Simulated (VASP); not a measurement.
A run of VASP 6.6.1 is set up as follows.

The input POSCAR:

```
Cr
1.0
    2.5852652528      0.0000000000      0.0000000000
   -1.2926326264      2.2389053844      0.0000000000
    0.0000000000      0.0000000000      8.1825857152
Cr
4
Direct
    0.3333333333      0.6666666667      0.3774188450
    0.6666666667      0.3333333333      0.8774188450
    0.6666666667      0.3333333333      0.6225811550
    0.3333333333      0.6666666667      0.1225811550
```

File INCAR.step1:

```
PREC = Accurate ; ENCUT = 770
ISMEAR = 0 ; SIGMA = 0.1
LREAL = False ; LASPH = True
NELM = 120 ; NBANDS = 36
GGA = PE ; ALGO = Normal
EDIFF = 1E-5 ; LWAVE = True
LCHARG = False ; GGA_COMPAT = False
```

The input INCAR.step2:

```
PREC = Accurate ; ENCUT = 770
EDIFF = 1E-6 ; ISMEAR = 0
SIGMA = 0.1 ; LREAL = False
LASPH = True ; NELM = 120
ALGO = Normal ; ISIF = 2
LWAVE = False ; LCHARG = True
METAGGA = R2SCAN ; LMIXTAU = True
LELF = True ; LVHAR = True
NBANDS = 36 ; ISTART = 1
GGA_COMPAT = False
```

File KPOINTS:

```
Automatic mesh
0
Gamma
  9 9 2
```

Potentials or basis: VASP PAW PBE potentials, release 64 (Cr_sv).

Command:

```bash
$ cat potpaw_PBE.64/Cr_sv/POTCAR > POTCAR
$ cp INCAR.step1 INCAR
$ mpirun -np 1 vasp_std > vasp.out
$ cp INCAR.step2 INCAR
$ mpirun -np 1 vasp_std > vasp.out
```

What does it give for the pressure?

-0.6 GPa.

Predict the largest force.

0.056 eV/Å.

Stress tensor (GPa, compression positive):
```
-0.66  0.00  0.00
 0.00 -0.66  0.00
 0.00  0.00 -0.46
```

Caveat: the k points lie up to 0.38 Å⁻¹ apart, too coarse for converged energies and pressures of a metal; the PAW data sets were made with another functional, which shifts forces and pressure a little; the run has no spin polarisation, though such a crystal can be magnetic. Spin polarisation is off, so any magnetic state and its effect on volume and gap are missing.
